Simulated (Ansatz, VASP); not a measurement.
**One calculation of LiCl, two programs**

```xyz
2
Lattice="0.0000 2.8014 2.6319 2.8014 0.0000 2.6319 2.8014 2.8014 0.0000" Properties=species:S:1:pos:R:3 pbc="T T T"
Li    0.0000    0.0000    0.0000
Cl    1.4007    1.4007    1.3160
```

Change from the starting cell: epitaxial_xy strain +2.5%.

Alike in both runs: task single point; functional r2SCAN; k mesh 8 × 8 × 8; no spin polarisation.

|  | VASP | Ansatz |
| --- | --- | --- |
| version | VASP 6.6.1 | Ansatz 0.2.0 |
| potentials or method | VASP PAW PBE potentials, release 64 (Li_sv, Cl) | plane waves, PAW |
| plane-wave cutoff (eV) | 520 | 500 |
| occupations | gaussian, width 0.01 eV | fixed |
| valence electrons in the cell | 10 | 10 |

|  | VASP | Ansatz | Ansatz less VASP |
| --- | --- | --- | --- |
| gap on the k mesh at the Fermi level (eV) | 6.65 | 6.60 | -0.057 |

VASP's potentials were made for PBE, not for r2SCAN.

Noted on VASP's run: the cutoff is short for stress, so the pressure is rough.
